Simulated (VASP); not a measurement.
# GaN (F-43m) in VASP: density of states with PBE+D3(BJ)

Aim: the density of states of GaN with PBE+D3(BJ).

Program: VASP 6.6.1. These are calculated values, not measurements. Logs are shortened: lines on timing, memory, paths and dates and some standing lists are left out, and cuts for length are marked.

## 1. The cell of the first run

It takes space group F-43m (No. 216, cubic). Conventional cell: a = 4.507 Å, b = 4.507 Å, c = 4.507 Å, α = 90.00°, β = 90.00°, γ = 90.00°. Ga (site symmetry -43m) has 4 N at 1.95 Å within 2.6 Å. N (site symmetry -43m) has 4 Ga at 1.95 Å within 2.6 Å.

## 2. Density of states, PBE+D3(BJ)

Contents of POSCAR:

```
GaN
1.0
    0.0000000000      2.2535006075      2.2535006075
    2.2535006075      0.0000000000      2.2535006075
    2.2535006075      2.2535006075      0.0000000000
Ga N
1 1
Direct
    0.0000000000      0.0000000000      0.0000000000
    0.7500000000      0.7500000000      0.7500000000
```

Contents of INCAR.step1:

```
  ALGO = Normal
  EDIFF = 1E-6
  ENCUT = 520
  GGA = PE
  GGA_COMPAT = F
  ISIF = 2
  ISMEAR = 0
  IVDW = 12
  LASPH = T
  LCHARG = T
  LORBIT = 11
  LREAL = F
  LWAVE = F
  NBANDS = 16
  NEDOS = 2001
  NELM = 120
  PREC = Accurate
  SIGMA = 0.06802846561497
```

Contents of KPOINTS.step1:

```
k-points
0
Gamma
  6 6 6
```

Contents of INCAR.step2:

```
  ALGO = Normal
  EDIFF = 1E-6
  ENCUT = 520
  GGA = PE
  GGA_COMPAT = F
  ICHARG = 11
  ISIF = 2
  ISMEAR = -5
  IVDW = 12
  LASPH = T
  LCHARG = F
  LORBIT = 11
  LREAL = F
  LWAVE = F
  NBANDS = 16
  NEDOS = 1001
  NELM = 120
  PREC = Accurate
  SIGMA = 0.06802846561497
```

Contents of KPOINTS.step2:

```
k-points
0
Gamma
  9 9 9
```

Potentials or basis: VASP PAW PBE potentials, release 64 (Ga_d, N).

The run is started by

```bash
> cat potpaw_PBE.64/Ga_d/POTCAR potpaw_PBE.64/N/POTCAR > POTCAR
> cp INCAR.step1 INCAR
> cp KPOINTS.step1 KPOINTS
> mpirun -np 1 vasp_std > vasp.out
> cp INCAR.step2 INCAR
> cp KPOINTS.step2 KPOINTS
> mpirun -np 1 vasp_std > vasp.out
```

OUTCAR:

```text
EDIFF = 1E-6
   ENCUT = 520
   GGA = PE
   ICHARG = 11
   ISIF = 2
   ISMEAR = -5
   IVDW = 12
   LASPH = T
   LORBIT = 11
   LREAL = F
   NELM = 120
   PREC = Accurate
 IVDW          = 12

 ion  position               nearest neighbor table
   1  0.000  0.000  0.000-   2 1.95   2 1.95   2 1.95   2 1.95
   2  0.750  0.750  0.750-   1 1.95   1 1.95   1 1.95   1 1.95

  LATTYP: Found a face centered cubic cell.
 ALAT       =     4.5070012150

  Lattice vectors:

 A1 = (   0.0000000000,   2.2535006075,   2.2535006075)
 A2 = (   2.2535006075,   0.0000000000,   2.2535006075)
 A3 = (   2.2535006075,   2.2535006075,   0.0000000000)

Analysis of symmetry for initial positions (statically):
=====================================================================
 Subroutine PRICEL returns:
 Original cell was already a primitive cell.

 Routine SETGRP: Setting up the symmetry group for a
 face centered cubic supercell.

 Subroutine GETGRP returns: Found 24 space group operations
 (whereof 24 operations were pure point group operations)
 out of a pool of 48 trial point group operations.

The static configuration has the point symmetry T_d .

Analysis of symmetry for dynamics (positions and initial velocities):
=====================================================================
 Subroutine PRICEL returns:
 Original cell was already a primitive cell.

 Routine SETGRP: Setting up the symmetry group for a
 face centered cubic supercell.

 Subroutine GETGRP returns: Found 24 space group operations
 (whereof 24 operations were pure point group operations)
 out of a pool of 48 trial point group operations.

The dynamic configuration has the point symmetry T_d .

 Subroutine INISYM returns: Found 24 space group operations
 (whereof 24 operations are pure point group operations),
 and found     1 'primitive' translations

----------------------------------------------------------------------------------------

                                     Primitive cell

  volume of cell :      22.8877

  direct lattice vectors                    reciprocal lattice vectors
     0.000000000  2.253500607  2.253500607    -0.221877020  0.221877020  0.221877020
     2.253500607  0.000000000  2.253500607     0.221877020 -0.221877020  0.221877020
     2.253500607  2.253500607  0.000000000     0.221877020  0.221877020 -0.221877020

  length of vectors
     3.186931122  3.186931122  3.186931122     0.384302272  0.384302272  0.384302272

  position of ions in fractional coordinates (direct lattice)
     0.000000000  0.000000000  0.000000000
     0.750000000  0.750000000  0.750000000

  ion indices of the primitive-cell ions
   primitive index   ion index
                 1           1
                 2           2

----------------------------------------------------------------------------------------

 KPOINTS: k-points

Automatic generation of k-mesh.
 Grid dimensions read from file:
 generate k-points for:    9    9    9

 Generating k-lattice:

  Cartesian coordinates                     Fractional coordinates (reciprocal lattice)
    -0.024653002  0.024653002  0.024653002     0.111111111  0.000000000  0.000000000
     0.024653002 -0.024653002  0.024653002     0.000000000  0.111111111  0.000000000
     0.024653002  0.024653002 -0.024653002     0.000000000  0.000000000  0.111111111

  Length of vectors
     0.042700252  0.042700252  0.042700252

  Shift w.r.t. Gamma in fractional coordinates (k-lattice)
     0.000000000  0.000000000  0.000000000

 TETIRR: Found    115 inequivalent tetrahedra from     4374

 Subroutine IBZKPT returns following result:
 ===========================================

 Found     35 irreducible k-points:

 Following reciprocal coordinates:
            Coordinates               Weight
  0.000000  0.000000  0.000000      1.000000
  0.111111  0.000000  0.000000      8.000000
  0.222222  0.000000  0.000000      8.000000
  0.333333  0.000000  0.000000      8.000000
  0.444444  0.000000  0.000000      8.000000
  0.111111  0.111111  0.000000      6.000000
[... 16 lines left out ...]
 -0.333333  0.333333  0.000000     12.000000
  0.444444  0.444444  0.000000      6.000000
 [... further k-points ...]
   k-points           NKPTS =     35   k-points in BZ     NKDIM =     35   number of bands    NBANDS=     16
   number of dos      NEDOS =   1001   number of ions     NIONS =      2
   total plane-waves  NPLWV =  13824
   dimension x,y,z NGX =    24 NGY =   24 NGZ =   24
   dimension x,y,z NGXF=    48 NGYF=   48 NGZF=   48
   ions per type =               1   1
   NGX,Y,Z   is equivalent  to a cutoff of  12.52, 12.52, 12.52 a.u.
   NGXF,Y,Z  is equivalent  to a cutoff of  25.04, 25.04, 25.04 a.u.
 SYSTEM =  unknown system
   PREC   = accura    normal or accurate (medium, high low for compatibility)
   ISTART =      0    job   : 0-new  1-cont  2-samecut
   ICHARG =     11    charge: 1-file 2-atom 10-const
   ISPIN  =      1    spin polarized calculation?
   LNONCOLLINEAR =      F non collinear calculations
   LSORBIT =      F    spin-orbit coupling
   LASPH  =      T    aspherical Exc in radial PAW
   ENCUT  =  520.0 eV  38.22 Ry    6.18 a.u.   5.93  5.93  5.93*2*pi/ulx,y,z
   NELM   =    120;   NELMIN=  2; NELMDL=  0     # of ELM steps
   EDIFF  = 0.1E-05   stopping-criterion for ELM
   LREAL  =      F    real-space projection
[... 7 lines left out ...]
   TEBEG  =    0.0;   TEEND  =   0.0 temperature during run
   PSTRESS=    0.0 pullay stress
   NELECT =      18.0000    total number of electrons
   NUPDOWN=      -1.0000    fix difference up-down
   EMIN   =  10.00;   EMAX   =-10.00  energy-range for DOS
   EFERMI =   0.00;   METHOD = LEGACY
   ISMEAR =    -5;   SIGMA  =   0.07  broadening in eV -4-tet -1-fermi 0-gaus
   EFERMI_NEDOS =   21; number of points for ismear=-14 and -15
   IALGO  =     38    algorithm
   IMIX   =      4    mixing-type and parameters
     AMIX     =   0.40;   BMIX     =  1.00
     AMIX_MAG =   1.60;   BMIX_MAG =  1.00
  volume/ion in A,a.u.               =      11.44        77.23
  Fermi-wavevector in a.u.,A,eV,Ry     =   1.511117  2.855596 31.068543  2.283473
  Thomas-Fermi vector in A             =   2.621216
   LORBIT       =     11    0 simple, 1 ext, 2 COOP (PROOUT), +10 PAW based schemes
   GGA     = PE    functional components
   LHFCALC =     F    Hartree Fock is set to
   AEXX    =    0.0000 exact exchange contribution
   IVDW    =    12    specifies the selected vdW correction
   LEPSILON=     F    determine dielectric tensor
   LRPA    =     F    only Hartree local field effects (RPA)
 non-spin polarized calculation
 Fermi weights with tetrahedron method with Bloechl corrections
  energy-cutoff  :      520.00
  volume of cell :       22.89
 maximum number of plane-waves:       628

 number of electron      18.0000004 magnetization

 Free energy of the ion-electron system (eV)
  ---------------------------------------------------
  ext. energy  EPLUGINS =         0.00000000
  ---------------------------------------------------
  free energy    TOTEN  =       -12.14197048 eV

  energy without entropy =      -12.14197048  energy(sigma->0) =      -12.14197048

 E-fermi :   5.3153     XC(G=0): -11.6657

 val. band max:        5.2853796894   @ k =   0.0000   0.0000   0.0000
 cond. band min:       7.0069832543   @ k =   0.0000   0.0000   0.0000
 fundamental gap:      1.7216035649
 Fermi energy:         5.3152744146

 k-point     1 :       0.0000    0.0000    0.0000
  band No.  band energies     occupation
      1     -10.6505      2.00000
      2      -8.1607      2.00000
      3      -8.1607      2.00000
      4      -8.1607      2.00000
      5      -7.8384      2.00000
      6      -7.8384      2.00000
[... 8 lines left out ...]
     15      24.1348      0.00000
     16      24.1348      0.00000

 k-point     2 :       0.1111    0.0000    0.0000
  band No.  band energies     occupation
      1     -10.5157      2.00000
      2      -8.1441      2.00000
      3      -8.1441      2.00000
      4      -8.1116      2.00000
      5      -7.8399      2.00000
      6      -7.8399      2.00000
[... 8 lines left out ...]
     15      22.6964      0.00000
     16      22.7300      0.00000

 k-point     3 :       0.2222    0.0000    0.0000
  band No.  band energies     occupation
      1     -10.1924      2.00000
      2      -8.1081      2.00000
      3      -8.1081      2.00000
      4      -7.8949      2.00000
      5      -7.8369      2.00000
      6      -7.8369      2.00000
[... 8 lines left out ...]
     15      22.0644      0.00000
     16      22.0644      0.00000

 k-point     4 :       0.3333    0.0000    0.0000
  band No.  band energies     occupation
      1      -9.8937      2.00000
      2      -8.0813      2.00000
      3      -8.0813      2.00000
      4      -7.8180      2.00000
      5      -7.8180      2.00000
      6      -7.3721      2.00000
[... 8 lines left out ...]
     15      22.9524      0.00000
     16      22.9524      0.00000

 k-point     5 :       0.4444    0.0000    0.0000
  band No.  band energies     occupation
      1      -9.7563      2.00000
      2      -8.0730      2.00000
      3      -8.0730      2.00000
      4      -7.7956      2.00000
      5      -7.7956      2.00000
      6      -6.7209      2.00000
[... 8 lines left out ...]
     15      24.5720      0.00000
     16      24.5720      0.00000

 k-point     6 :       0.1111    0.1111    0.0000
  band No.  band energies     occupation
      1     -10.4715      2.00000
      2      -8.1290      2.00000
      3      -8.1290      2.00000
      4      -8.1154      2.00000
      5      -7.8503      2.00000
      6      -7.8294      2.00000
[... 8 lines left out ...]
     15      24.5759      0.00000
     16      24.9970      0.00000
[... 267 lines left out ...]
 k-point    21 :       0.4444    0.3333    0.0000
  band No.  band energies     occupation
      1      -9.6234      2.00000
      2      -8.0407      2.00000
      3      -7.9139      2.00000
      4      -7.9090      2.00000
      5      -7.7736      2.00000
      6      -6.6018      2.00000
[... 8 lines left out ...]
     15      27.6240      0.00000
     16      28.2367      0.00000

 k-point    22 :      -0.4444    0.3333    0.0000
  band No.  band energies     occupation
      1      -9.5874      2.00000
      2      -8.0414      2.00000
      3      -7.9084      2.00000
      4      -7.9073      2.00000
      5      -7.7889      2.00000
      6      -6.1162      2.00000
[... 8 lines left out ...]
     15      26.6211      0.00000
     16      28.0546      0.00000

 k-point    23 :      -0.3333    0.3333    0.0000
  band No.  band energies     occupation
      1      -9.6023      2.00000
      2      -8.0484      2.00000
      3      -7.9372      2.00000
      4      -7.8851      2.00000
      5      -7.8204      2.00000
      6      -6.1036      2.00000
[... 8 lines left out ...]
     15      24.2216      0.00000
     16      28.1497      0.00000

 k-point    24 :       0.4444    0.4444    0.0000
  band No.  band energies     occupation
      1      -9.5827      2.00000
      2      -8.0672      2.00000
      3      -7.8674      2.00000
      4      -7.8674      2.00000
      5      -7.7638      2.00000
      6      -6.3233      2.00000
[... 8 lines left out ...]
     15      27.1742      0.00000
     16      29.4913      0.00000

 [... further k-points ...]

------------------------ aborting loop because EDIFF is reached ----------------------------------------

 Edisp (eV)   -0.50821

 E8    (eV) :    -0.2062

  FORCE on cell =-STRESS in cart. coord.  units (eV):
  Direction    XX          YY          ZZ          XY          YZ          ZX
  --------------------------------------------------------------------------------------
  -------------------------------------------------------------------------------------
  Total       0.05521     0.05521     0.05521    -0.00000    -0.00000    -0.00000
  in kB       3.86448     3.86448     3.86448    -0.00000    -0.00000    -0.00000
  external pressure =        3.86 kB  Pullay stress =        0.00 kB

 VOLUME and BASIS-vectors are now :
 -----------------------------------------------------------------------------
  energy-cutoff  :      520.00
  volume of cell :       22.89
      direct lattice vectors                 reciprocal lattice vectors
     0.000000000  2.253500607  2.253500607    -0.221877020  0.221877020  0.221877020
     2.253500607  0.000000000  2.253500607     0.221877020 -0.221877020  0.221877020
     2.253500607  2.253500607  0.000000000     0.221877020  0.221877020 -0.221877020

 POSITION                                       TOTAL-FORCE (eV/Angst)
 -----------------------------------------------------------------------------------
      0.00000      0.00000      0.00000         0.000000      0.000000      0.000000
      3.38025      3.38025      3.38025        -0.000000     -0.000000     -0.000000
 -----------------------------------------------------------------------------------
    total drift:                               -0.000002     -0.000002     -0.000002

  FREE ENERGIE OF THE ION-ELECTRON SYSTEM (eV)
  ---------------------------------------------------
  free  energy   TOTEN  =       -12.6501777432 eV

  energy  without entropy=      -12.6501777432  energy(sigma->0) =      -12.65017774

 total charge

# of ion       s       p       d       tot
------------------------------------------
    1        0.791   0.900  10.178  11.868
    2        1.224   2.517   0.000   3.742
--------------------------------------------------
tot          2.015   3.417  10.178  15.610
```

It took 9.4 s on 1 thread of AMD EPYC 9R45 (Zen 5), shared host; peak memory 0.12 GiB.

Results:

```yaml
Valence_electrons_inside_the_program's_atomic_spheres: Ga 11.87; N 3.74
Dispersion_energy_per_atom: -0.254 eV
```

Levels at points of the mesh, in eV from the valence-band top:
| k point | band 6 | band 7 | band 8 | band 9 | band 10 | band 11 | band 12 | band 13 |
| --- | --- | --- | --- | --- | --- | --- | --- | --- |
| (0.00, 0.00, 0.00) | -13.12 | 0.00 | 0.00 | 0.00 | 1.72 | 10.29 | 10.29 | 10.29 |

Caveat: three body term missing.
